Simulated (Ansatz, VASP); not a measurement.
# Re: VASP beside Ansatz

INCAR

```
PREC = Accurate
ENCUT = 520
EDIFF = 1E-7
ISMEAR = 0
SIGMA = 0.15
LREAL = F
LASPH = T
NELM = 80
ALGO = Fast
ISIF = 2
LWAVE = F
LCHARG = F
GGA = PE
NBANDS = 10
```

The input KPOINTS:

```
Automatic mesh
0
Gamma
  10 10 10
```

The input POSCAR:

```
Re
1.0
    0.0000000000      2.1346943829      1.5675060853
    2.1346943829      0.0000000000      1.5675060853
    2.1346943829      2.1346943829      0.0000000000
Re
1
Direct
    0.0000000000      0.0000000000      0.0000000000
```

Input for Ansatz:

```yaml
crystal:
  lattice:
    - [0.0, 2.1346943829, 1.5675060853]
    - [2.1346943829, 0.0, 1.5675060853]
    - [2.1346943829, 2.1346943829, 0.0]
  atoms:
    - { symbol: Re, position: [0.0, 0.0, 0.0] }
basis:
  ecutwfc: 420
kpoints:
  mp_grid: { grid: [10, 10, 10] }
hamiltonian:
  xc: pbe
scf:
  occupations: { method: gaussian, width: 0.15 }
output:
  forces: true
  stress: true
  eigenvalues: true
```

Alike in both runs: task single point; functional PBE; k mesh 10 × 10 × 10; occupations gaussian, width 0.15 eV; no spin polarisation.

|  | VASP | Ansatz |
| --- | --- | --- |
| version | VASP 6.6.1 | Ansatz 0.2.0 |
| potentials or method | VASP PAW PBE potentials, release 64 (Re), cutoff 520 eV | scalar-relativistic, plane waves, PAW |
| valence electrons in the cell | 7 | 15 |

Ansatz gave:

```
gap on the k mesh at the Fermi level (eV)                     : none
pressure (GPa)                                                : 21.9
traceless stress, the component that is largest in VASP (GPa) : -0.96
```

Q: Estimate VASP's values.

A: gap on the k mesh at the Fermi level (eV): none; pressure (GPa): 21.7; traceless stress, the component that is largest in VASP (GPa): -0.80.

A gap of «none» marks a metal or a gap that the smearing closes. VASP's potentials hold 7 valence electrons a cell and Ansatz's 15, so a difference there can come from the potentials and not from the codes.

Neither program's run includes spin-orbit coupling.
